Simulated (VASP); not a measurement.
# CuO (Pm-3m) in VASP: a series of runs

The runs below take CuO through relaxation of cell and atoms, with PBE, PBE+D3(BJ), PBE+D4.

All numbers are computed with VASP 6.6.1; they aren't measurements. Logs are shortened: lines on timing, memory, paths and dates and some standing lists are left out, and cuts for length are marked.

## 1. The cell of the first run

The structure is cubic, space group Pm-3m (No. 221). Conventional cell: a = 2.553 Å, b = 2.553 Å, c = 2.553 Å, α = 90.00°, β = 90.00°, γ = 90.00°. Cu (site symmetry m-3m) has 8 O at 2.21 Å and 6 Cu at 2.55 Å within 2.9 Å. O (site symmetry m-3m) has 8 Cu at 2.21 Å and 6 O at 2.55 Å within 2.9 Å.

## 2. Relaxation of cell and atoms, PBE

The input, INCAR:

```
SYSTEM = CuO
PREC = Accurate
ENCUT = 600
EDIFF = 1E-7
ISMEAR = -1
SIGMA = 0.05
LREAL = .False.
LASPH = .True.
NELM = 60
ALGO = Normal
ISIF = 3
LWAVE = .False.
LCHARG = .False.
GGA = PE
IBRION = 2
NSW = 60
EDIFFG = -0.01
```

The input, KPOINTS:

```
regular mesh
0
Gamma
  10 10 10
  0 0 0
```

The input, POSCAR:

```
CuO
1.0
    2.5525506100      0.0000000000      0.0000000000
    0.0000000000      2.5525506100      0.0000000000
    0.0000000000      0.0000000000      2.5525506100
Cu O
1 1
Direct
    0.0000000000      0.0000000000      0.0000000000
    0.5000000000      0.5000000000      0.5000000000
```

Potentials or basis: VASP PAW PBE potentials, release 64 (Cu, O).

On the command line:

```
> cat potpaw_PBE.64/Cu/POTCAR potpaw_PBE.64/O/POTCAR > POTCAR
> mpirun -np 1 vasp_std > vasp.out
```

OUTCAR:

```text
SYSTEM = CuO
   PREC = Accurate
   ENCUT = 600
   EDIFF = 1E-7
   ISMEAR = -1
   LREAL = .False.
   LASPH = .True.
   NELM = 60
   ISIF = 3
   GGA = PE
   IBRION = 2
   NSW = 60
   EDIFFG = -0.01

 ion  position               nearest neighbor table
   1  0.000  0.000  0.000-   2 2.21   2 2.21   2 2.21   2 2.21   2 2.21   2 2.21   2 2.21   2 2.21

   2  0.500  0.500  0.500-   1 2.21   1 2.21   1 2.21   1 2.21   1 2.21   1 2.21   1 2.21   1 2.21

  LATTYP: Found a simple cubic cell.
 ALAT       =     2.5525506100

  Lattice vectors:

 A1 = (   2.5525506100,   0.0000000000,   0.0000000000)
 A2 = (   0.0000000000,   2.5525506100,   0.0000000000)
 A3 = (   0.0000000000,   0.0000000000,   2.5525506100)

Analysis of symmetry for initial positions (statically):
=====================================================================
 Subroutine PRICEL returns:
 Original cell was already a primitive cell.

 Routine SETGRP: Setting up the symmetry group for a
 simple cubic supercell.

 Subroutine GETGRP returns: Found 48 space group operations
 (whereof 48 operations were pure point group operations)
 out of a pool of 48 trial point group operations.

The static configuration has the point symmetry O_h .

Analysis of symmetry for dynamics (positions and initial velocities):
=====================================================================
 Subroutine PRICEL returns:
 Original cell was already a primitive cell.

 Routine SETGRP: Setting up the symmetry group for a
 simple cubic supercell.

 Subroutine GETGRP returns: Found 48 space group operations
 (whereof 48 operations were pure point group operations)
 out of a pool of 48 trial point group operations.

The dynamic configuration has the point symmetry O_h .

 Subroutine INISYM returns: Found 48 space group operations
 (whereof 48 operations are pure point group operations),
 and found     1 'primitive' translations

----------------------------------------------------------------------------------------

                                     Primitive cell

  volume of cell :      16.6312

  direct lattice vectors                    reciprocal lattice vectors
     2.552550610  0.000000000  0.000000000     0.391765004  0.000000000  0.000000000
     0.000000000  2.552550610  0.000000000     0.000000000  0.391765004  0.000000000
     0.000000000  0.000000000  2.552550610     0.000000000  0.000000000  0.391765004

  length of vectors
     2.552550610  2.552550610  2.552550610     0.391765004  0.391765004  0.391765004

  position of ions in fractional coordinates (direct lattice)
     0.000000000  0.000000000  0.000000000
     0.500000000  0.500000000  0.500000000

  ion indices of the primitive-cell ions
   primitive index   ion index
                 1           1
                 2           2

----------------------------------------------------------------------------------------

 KPOINTS: regular mesh

Automatic generation of k-mesh.
 Grid dimensions read from file:
 generate k-points for:   10   10   10

 Generating k-lattice:

  Cartesian coordinates                     Fractional coordinates (reciprocal lattice)
     0.039176500  0.000000000  0.000000000     0.100000000  0.000000000  0.000000000
     0.000000000  0.039176500  0.000000000     0.000000000  0.100000000  0.000000000
     0.000000000  0.000000000  0.039176500     0.000000000  0.000000000  0.100000000

  Length of vectors
     0.039176500  0.039176500  0.039176500

  Shift w.r.t. Gamma in fractional coordinates (k-lattice)
     0.000000000  0.000000000  0.000000000

 Subroutine IBZKPT returns following result:
 ===========================================

 Found     56 irreducible k-points:

 Following reciprocal coordinates:
            Coordinates               Weight
  0.000000  0.000000  0.000000      1.000000
  0.100000  0.000000  0.000000      6.000000
  0.200000  0.000000  0.000000      6.000000
  0.300000  0.000000  0.000000      6.000000
  0.400000  0.000000  0.000000      6.000000
  0.500000  0.000000  0.000000      3.000000
[... 16 lines left out ...]
  0.200000  0.100000  0.100000     24.000000
  0.300000  0.100000  0.100000     24.000000
 [... further k-points ...]
   k-points           NKPTS =     56   k-points in BZ     NKDIM =     56   number of bands    NBANDS=     12
   number of dos      NEDOS =    301   number of ions     NIONS =      2
   total plane-waves  NPLWV =   8000
   dimension x,y,z NGX =    20 NGY =   20 NGZ =   20
   dimension x,y,z NGXF=    40 NGYF=   40 NGZF=   40
   ions per type =               1   1
   NGX,Y,Z   is equivalent  to a cutoff of  13.03, 13.03, 13.03 a.u.
   NGXF,Y,Z  is equivalent  to a cutoff of  26.05, 26.05, 26.05 a.u.
 SYSTEM =  CuO
   PREC   = accura    normal or accurate (medium, high low for compatibility)
   ISTART =      0    job   : 0-new  1-cont  2-samecut
   ICHARG =      2    charge: 1-file 2-atom 10-const
   ISPIN  =      1    spin polarized calculation?
   LNONCOLLINEAR =      F non collinear calculations
   LSORBIT =      F    spin-orbit coupling
   LASPH  =      T    aspherical Exc in radial PAW
   ENCUT  =  600.0 eV  44.10 Ry    6.64 a.u.   5.10  5.10  5.10*2*pi/ulx,y,z
   NELM   =     60;   NELMIN=  2; NELMDL= -5     # of ELM steps
   EDIFF  = 0.1E-06   stopping-criterion for ELM
   LREAL  =      F    real-space projection
   EDIFFG = -.1E-01   stopping-criterion for IOM
   NSW    =     60    number of steps for IOM
   IBRION =      2    ionic relax: 0-MD 1-quasi-New 2-CG
   NFREE  =      1    steps in history (QN), initial steepest desc. (CG)
   ISIF   =      3    stress and relaxation
   ISYM   =      2    0-nonsym 1-usesym 2-fastsym
   POTIM  = 0.5000    time-step for ionic-motion
   TEBEG  =    0.0;   TEEND  =   0.0 temperature during run
   PSTRESS=    0.0 pullay stress
   NELECT =      17.0000    total number of electrons
   NUPDOWN=      -1.0000    fix difference up-down
   EMIN   =  10.00;   EMAX   =-10.00  energy-range for DOS
   EFERMI =   0.00;   METHOD = LEGACY
   ISMEAR =    -1;   SIGMA  =   0.05  broadening in eV -4-tet -1-fermi 0-gaus
   EFERMI_NEDOS =   21; number of points for ismear=-14 and -15
   IALGO  =     38    algorithm
   IMIX   =      4    mixing-type and parameters
     AMIX     =   0.40;   BMIX     =  1.00
     AMIX_MAG =   1.60;   BMIX_MAG =  1.00
  volume/ion in A,a.u.               =       8.32        56.12
  Fermi-wavevector in a.u.,A,eV,Ry     =   1.649112  3.116370 37.001994  2.719570
  Thomas-Fermi vector in A             =   2.738287
   LORBIT       =      0    0 simple, 1 ext, 2 COOP (PROOUT), +10 PAW based schemes
   GGA     = PE    functional components
   LHFCALC =     F    Hartree Fock is set to
   AEXX    =    0.0000 exact exchange contribution
   IVDW    =     0    specifies the selected vdW correction
   LEPSILON=     F    determine dielectric tensor
   LRPA    =     F    only Hartree local field effects (RPA)
 conjugate gradient relaxation of ions
 non-spin polarized calculation
  energy-cutoff  :      600.00
  volume of cell :       16.63
 maximum number of plane-waves:       568
   NGX = 11   NGY = 11   NGZ = 11

--------------------------------------- Ionic step        1  -------------------------------------------

 number of electron      16.9999977 magnetization

 Free energy of the ion-electron system (eV)
  ---------------------------------------------------
  ext. energy  EPLUGINS =         0.00000000
  ---------------------------------------------------
  free energy    TOTEN  =        -8.51793109 eV

  energy without entropy =       -8.49527073  energy(sigma->0) =       -8.50660091

------------------------ aborting loop because EDIFF is reached ----------------------------------------

  FORCE on cell =-STRESS in cart. coord.  units (eV):
  Direction    XX          YY          ZZ          XY          YZ          ZX
  --------------------------------------------------------------------------------------
  -------------------------------------------------------------------------------------
  Total        2.1694658      2.1694658      2.1694658     -0.0000000     -0.0000000      0.0000000
  in kB      208.9971251    208.9971251    208.9971251     -0.0000000     -0.0000000      0.0000000
  external PRESSURE =     208.9971251 kB  Pullay stress =       0.0000000 kB
[... 57 lines left out ...]
  energy  without entropy=       -8.5604159913  energy(sigma->0) =       -8.57480187

--------------------------------------- Ionic step        3  -------------------------------------------

 number of electron      17.0000032 magnetization

 Free energy of the ion-electron system (eV)
  ---------------------------------------------------
  ext. energy  EPLUGINS =         0.00000000
  ---------------------------------------------------
  free energy    TOTEN  =        -8.61855821 eV

  energy without entropy =       -8.59214737  energy(sigma->0) =       -8.60535279

 E-fermi :   6.2993     XC(G=0): -12.7668

 val. band max:        6.2652712860   @ k =   0.5000   0.3000   0.1000
 cond. band min:       6.3005449782   @ k =   0.5000   0.4000   0.2000
 fundamental gap:      0.0352736921
 Fermi energy:         6.2992944263

 k-point     1 :       0.0000    0.0000    0.0000
  band No.  band energies     occupation
      1     -12.9204      2.00000
      2       3.0945      2.00000
      3       3.0945      2.00000
      4       4.5130      2.00000
      5       4.5130      2.00000
      6       4.5130      2.00000
      7       4.7323      2.00000
      8       4.7323      2.00000
      9       4.7323      2.00000
     10       7.0347      0.00000
     11      22.0074      0.00000
     12      22.0074      0.00000
[... 331 lines left out ...]
 k-point    24 :       0.3000    0.1000    0.1000
  band No.  band energies     occupation
      1     -12.0308      2.00000
      2       0.3242      2.00000
      3       2.8315      2.00000
      4       3.1932      2.00000
      5       3.5573      2.00000
      6       4.5667      2.00000
      7       4.7563      2.00000
      8       5.5756      2.00000
      9       6.2069      1.72779
     10      11.1288      0.00000
     11      17.5500      0.00000
     12      21.4989      0.00000

 [... further k-points ...]

------------------------ aborting loop because EDIFF is reached ----------------------------------------

  FORCE on cell =-STRESS in cart. coord.  units (eV):
  Direction    XX          YY          ZZ          XY          YZ          ZX
  --------------------------------------------------------------------------------------
  -------------------------------------------------------------------------------------
  Total       -0.0003974     -0.0003974     -0.0003974      0.0000000     -0.0000000      0.0000000
  in kB       -0.0347459     -0.0347459     -0.0347459      0.0000000     -0.0000000      0.0000000
  external PRESSURE =      -0.0347459 kB  Pullay stress =       0.0000000 kB
[... 17 lines left out ...]
  FREE ENERGIE OF THE ION-ELECTRON SYSTEM (eV)
  ---------------------------------------------------
  free  energy   TOTEN  =        -8.6185582091 eV

  energy  without entropy=       -8.5921473712  energy(sigma->0) =       -8.60535279

 reached required accuracy - stopping structural energy minimisation
```

Wall time 20 s (1 thread of Intel Xeon Platinum 8559C (Emerald Rapids), shared host); peak memory 0.13 GiB.

What came out:

```
Free energy                           : -8.6186 eV
Relaxed volume                        : 9.16 Å³/atom
Relaxed cell                          : a = 2.636 Å, b = 2.636 Å, c = 2.636 Å, α = 90.00°, β = 90.00°, γ = 90.00°
Space group after relaxing (to 0.1 Å) : Pm-3m (No. 221)
Energy gained by relaxing             : 50.3 meV/atom
Ionic steps                           : 3
Pressure after relaxing               : 0.0 GPa
Band gap on the k mesh                : zero (an odd number of electrons rules out a gap without spin polarisation)
```

Step by step:
| step | energy change (eV) | largest force (eV/Å) | pressure (GPa) | volume (Å³) |
| --- | --- | --- | --- | --- |
| 1 | 0.0000 | 0.0000 | 20.90 | 16.63 |
| 2 | -0.0713 | 0.0000 | -8.49 | 19.38 |
| 3 | -0.1006 | 0.0000 | 0.00 | 18.32 |

Final structure:
```yaml
crystal:
  lattice:
    - [2.63633, 0.00000, 0.00000]
    - [0.00000, 2.63633, 0.00000]
    - [0.00000, 0.00000, 2.63633]
  atoms:
    - { symbol: Cu, position: [0.00000, 0.00000, 0.00000] }
    - { symbol: O, position: [0.50000, 0.50000, 0.50000] }
```

Levels at points of the mesh, in eV from the Fermi level:
| k point | band 5 | band 6 | band 7 | band 8 | band 9 | band 10 | band 11 | band 12 |
| --- | --- | --- | --- | --- | --- | --- | --- | --- |
| (0.00, 0.00, 0.00) | -1.79 | -1.79 | -1.57 | -1.57 | -1.57 | 0.74 | 15.71 | 15.71 |
| (0.50, 0.00, 0.00) | -2.95 | -1.51 | -1.11 | 0.41 | 0.41 | 6.44 | 7.86 | 17.59 |
| (0.50, 0.50, 0.00) | -2.08 | -2.00 | -2.00 | -1.15 | -0.85 | 5.21 | 11.33 | 11.33 |
| (0.50, 0.50, 0.50) | -1.12 | -1.12 | 0.30 | 0.30 | 0.30 | 7.04 | 7.04 | 7.04 |

Caveat: an odd number of electrons without spin polarisation forces a metal; a magnetic or distorted state may lie lower; semilocal functionals often make such compounds metallic where correlation or magnetic order opens a gap, which also shifts bond lengths.

## 3. Relaxation of cell and atoms, PBE+D3(BJ)

The input, INCAR:

```
SYSTEM = CuO
  PREC = Accurate
  ENCUT = 600
  EDIFF = 1E-6
  ISMEAR = -1
  SIGMA = 0.05
  LREAL = .False.
  LASPH = .True.
  NELM = 60
  ALGO = Normal
  ISIF = 3
  LWAVE = .False.
  LCHARG = .False.
  GGA = PE
  IVDW = 12
  IBRION = 2
  NSW = 60
  EDIFFG = -0.01
```

KPOINTS is that of step 2.

POSCAR is that of step 2.

Potentials or basis: VASP PAW PBE potentials, release 64 (Cu, O).

On the command line:

```
> cat potpaw_PBE.64/Cu/POTCAR potpaw_PBE.64/O/POTCAR > POTCAR
> mpirun -np 1 vasp_std > vasp.out
```

Wall time 29 s (1 thread of Intel Xeon Platinum 8559C (Emerald Rapids), shared host); peak memory 0.14 GiB.

It converged, with:

```
Free energy                           : -9.2556 eV
Relaxed volume                        : 8.87 Å³/atom
Relaxed cell                          : a = 2.608 Å, b = 2.608 Å, c = 2.608 Å, α = 90.00°, β = 90.00°, γ = 90.00°
Space group after relaxing (to 0.1 Å) : Pm-3m (No. 221)
Energy gained by relaxing             : 23.0 meV/atom
Ionic steps                           : 3
Pressure after relaxing               : 0.1 GPa
Band gap on the k mesh                : zero (an odd number of electrons rules out a gap without spin polarisation)
Dispersion energy per atom            : -0.324 eV
```

The path:
| step | energy change (eV) | largest force (eV/Å) | pressure (GPa) | volume (Å³) |
| --- | --- | --- | --- | --- |
| 1 | 0.0000 | 0.0000 | 14.12 | 16.63 |
| 2 | -0.0305 | 0.0000 | -6.59 | 18.46 |
| 3 | -0.0461 | 0.0000 | 0.08 | 17.74 |

Final structure:
```
Cu O
1.0
     2.60823    0.00000    0.00000
     0.00000    2.60823    0.00000
     0.00000    0.00000    2.60823
Cu O
1 1
Direct
  0.00000 0.00000 0.00000
  0.50000 0.50000 0.50000
```

Levels at points of the mesh, in eV from the Fermi level:
| k point | band 5 | band 6 | band 7 | band 8 | band 9 | band 10 | band 11 | band 12 |
| --- | --- | --- | --- | --- | --- | --- | --- | --- |
| (0.00, 0.00, 0.00) | -1.89 | -1.89 | -1.62 | -1.62 | -1.62 | 0.90 | 15.86 | 15.86 |
| (0.50, 0.00, 0.00) | -3.08 | -1.56 | -1.15 | 0.43 | 0.43 | 6.61 | 8.13 | 17.66 |
| (0.50, 0.50, 0.00) | -2.14 | -2.09 | -2.09 | -1.18 | -0.91 | 5.33 | 11.58 | 11.58 |
| (0.50, 0.50, 0.50) | -1.15 | -1.15 | 0.32 | 0.32 | 0.32 | 7.06 | 7.06 | 7.06 |

Caveat: an odd number of electrons without spin polarisation forces a metal; a magnetic or distorted state may lie lower; semilocal functionals often make such compounds metallic where correlation or magnetic order opens a gap, which also shifts bond lengths. With open d or f shells a metallic result of PBE can be an artefact of self-interaction; +U or a hybrid may open a gap.

## 4. Relaxation of cell and atoms, PBE+D4

The input, INCAR:

```
ALGO = Normal
EDIFF = 1E-7
EDIFFG = -0.01
ENCUT = 600
GGA = PE
IBRION = 2
ISIF = 3
ISMEAR = -1
IVDW = 13
LASPH = True
LCHARG = False
LREAL = False
LWAVE = False
NELM = 100
NSW = 60
PREC = Accurate
SIGMA = 0.05
```

The input, KPOINTS:

```
k-points
0
Gamma
  10 10 10
```

POSCAR is that of step 3.

On the command line:

```
> cat potpaw_PBE.64/Cu/POTCAR potpaw_PBE.64/O/POTCAR > POTCAR
> mpirun -np 1 vasp_std > vasp.out
```

It took 28 s on 1 thread of Intel Xeon Platinum 8559C (Emerald Rapids), shared host; peak memory 0.13 GiB.

The run converged. Its results:

```yaml
Free_energy: -9.3163 eV
Relaxed_volume: 8.94 Å³/atom
Relaxed_cell: a = 2.615 Å, b = 2.615 Å, c = 2.615 Å, α = 90.00°, β = 90.00°, γ = 90.00°
Space_group_after_relaxing_to_0.1_Å: Pm-3m (No. 221)
Energy_gained_by_relaxing: 28.2 meV/atom
Ionic_steps: 3
Pressure_after_relaxing: 0.0 GPa
Band_gap_on_the_k_mesh: zero (an odd number of electrons rules out a gap without spin polarisation)
Dispersion_energy_per_atom: -0.352 eV
```

The path:
```tsv
step	energy change (eV)	largest force (eV/Å)	pressure (GPa)	volume (Å³)
1	0.0000	0.0000	15.56	16.63
2	-0.0386	0.0000	-7.00	18.65
3	-0.0564	0.0000	0.00	17.87
```

Final structure:
```
CELL_PARAMETERS angstrom
2.61465 0.00000 0.00000
0.00000 2.61465 0.00000
0.00000 0.00000 2.61465
ATOMIC_POSITIONS crystal
Cu 0.00000 0.00000 0.00000
O 0.50000 0.50000 0.50000
```

Levels at points of the mesh, in eV from the Fermi level:
```
           k point  band 7  band 8  band 9  band 10  band 11  band 12
(0.00, 0.00, 0.00)   -1.61   -1.61   -1.61     0.86    15.83    15.83
(0.50, 0.00, 0.00)   -1.14    0.42    0.42     6.57     8.07    17.65
(0.50, 0.50, 0.00)   -2.07   -1.17   -0.90     5.30    11.52    11.52
(0.50, 0.50, 0.50)    0.32    0.32    0.32     7.06     7.06     7.06
```

Caveat: an odd number of electrons without spin polarisation forces a metal; a magnetic or distorted state may lie lower; semilocal functionals often make such compounds metallic where correlation or magnetic order opens a gap, which also shifts bond lengths.

## 5. Summary

```tsv
level	gap on the mesh (eV)	pressure (GPa)	relaxed volume (Å³/atom)
PBE	none	0.0	9.16
PBE+D3(BJ)	none	0.1	8.87
PBE+D4	none	0.0	8.94
```

Alike in all rows: task relaxation of cell and atoms; potentials or basis VASP PAW PBE potentials, release 64 (Cu, O); no spin polarisation; cell relaxed; k mesh 10 × 10 × 10; cutoff (eV) 600; smearing fermi-dirac 0.05 eV.

Caveats: an odd number of electrons without spin polarisation forces a metal; a magnetic or distorted state may lie lower; semilocal functionals often make such compounds metallic where correlation or magnetic order opens a gap, which also shifts bond lengths.

Total energies depend on the potentials used, so only differences within one code and one set of settings carry meaning.

The gap in the log of VASP goes by the Fermi energy; the results here count the filled bands.